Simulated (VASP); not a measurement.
Input of a VASP 6.6.1 run:

File INCAR:

```
SYSTEM = ScAl3As4
PREC = Accurate
ENCUT = 520
EDIFF = 1E-6
ISMEAR = 0
SIGMA = 0.2
LREAL = .FALSE.
LASPH = .TRUE.
NELM = 100
ALGO = Normal
ISIF = 2
LWAVE = .FALSE.
LCHARG = .TRUE.
GGA = PE
LELF = .TRUE.
LVHAR = .TRUE.
NBANDS = 30
```

KPOINTS

```
regular mesh
0
G
  4 4 4
  0 0 0
```

The input POSCAR:

```
ScAl3As4
1.0
   -2.9092911069      2.9092911069      5.8121120953
    2.9092911069     -2.9092911069      5.8121120953
    2.9092911069      2.9092911069     -5.8121120953
Sc Al As
1 3 4
Direct
    0.0000000000      0.0000000000      0.0000000000
    0.2500000000      0.7500000000      0.5000000000
    0.7500000000      0.2500000000      0.5000000000
    0.5000000000      0.5000000000      0.0000000000
    0.3907426685      0.8683771232      0.0000000000
    0.8683771232      0.3907426685      0.0000000000
    0.1316228768      0.1316228768      0.5223655452
    0.6092573315      0.6092573315      0.4776344548
```

Potentials or basis: VASP PAW PBE potentials, release 64 (Sc_sv, Al, As).

The run is started by

```sh
$ cat potpaw_PBE.64/Sc_sv/POTCAR potpaw_PBE.64/Al/POTCAR potpaw_PBE.64/As/POTCAR > POTCAR
$ mpirun -np 1 vasp_std > vasp.out
```

Q: What does it give for the pressure?

A: 0.8 GPa.

Q: Predict the largest force.

A: 0.016 eV/Å.

Q: Estimate the band gap on the k mesh.

A: 1.61 eV, indirect (least direct gap 1.72 eV).

Forces in eV/Å, atoms in the order of the input:
```
Sc   0.000  0.000  0.000
Al   0.000  0.000  0.000
Al   0.000  0.000  0.000
Al   0.000  0.000  0.000
As  -0.011  0.011  0.005
As   0.011 -0.011  0.005
As   0.011  0.011 -0.005
As  -0.011 -0.011 -0.005
```

A k mesh can miss the band edges. PBE gaps usually lie below the measured ones, often by a third to a half.
